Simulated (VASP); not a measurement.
Set up this calculation in VASP 6.6.1, as the native input.

```
Task                   : single point
Functional             : PBE
Potentials or basis    : VASP PAW PBE potentials, release 64 (Si, C)
Cutoff                 : 520 eV
k mesh                 : 6 × 6 × 2
Occupations            : gaussian, width 0.01 eV
Spin                   : no spin polarisation
Dipole correction      : no
Further INCAR settings : ALGO = Normal; EDIFF = 1e-06; NBANDS = 16
```

The structure of SiC lies in POSCAR:

```
SiC
1.0
    2.9692239632      0.0000000000      0.0000000000
   -1.4846119816      2.5714233816      0.0000000000
    0.0000000000      0.0000000000      4.8738953776
Si C
2 2
Direct
    0.3333333333      0.6666666667      0.4995917782
    0.6666666667      0.3333333333      0.9995917782
    0.3333333333      0.6666666667      0.8754082218
    0.6666666667      0.3333333333      0.3754082218
```

This cell differs from its parent crystal: volume changed by -10%.

The input as run:

INCAR

```
SYSTEM = SiC
PREC = Accurate ; ENCUT = 520
EDIFF = 1E-6 ; ISMEAR = 0
SIGMA = 0.01 ; LREAL = .False.
LASPH = .True. ; NELM = 80
ALGO = Normal ; ISIF = 2
LWAVE = .False. ; LCHARG = .False.
GGA = PE ; NBANDS = 16
```

KPOINTS

```
regular mesh
0
Gamma
  6 6 2
  0 0 0
```

Potentials or basis: VASP PAW PBE potentials, release 64 (Si, C).

Run with:

```sh
$ cat potpaw_PBE.64/Si/POTCAR potpaw_PBE.64/C/POTCAR > POTCAR
$ mpirun -np 1 vasp_std > vasp.out
```

It gave:

The pressure is 32.8 GPa and the largest force is 0.018 eV/Å. The band gap on the k mesh is 2.07 eV, indirect (least direct gap 4.18 eV).

Caveat: the k points lie up to 0.64 Å⁻¹ apart.

It took 9 s on 1 thread of Intel(R) Xeon(R) Platinum 8488C (Sapphire Rapids) (shared host), peak memory 0.14 GiB.
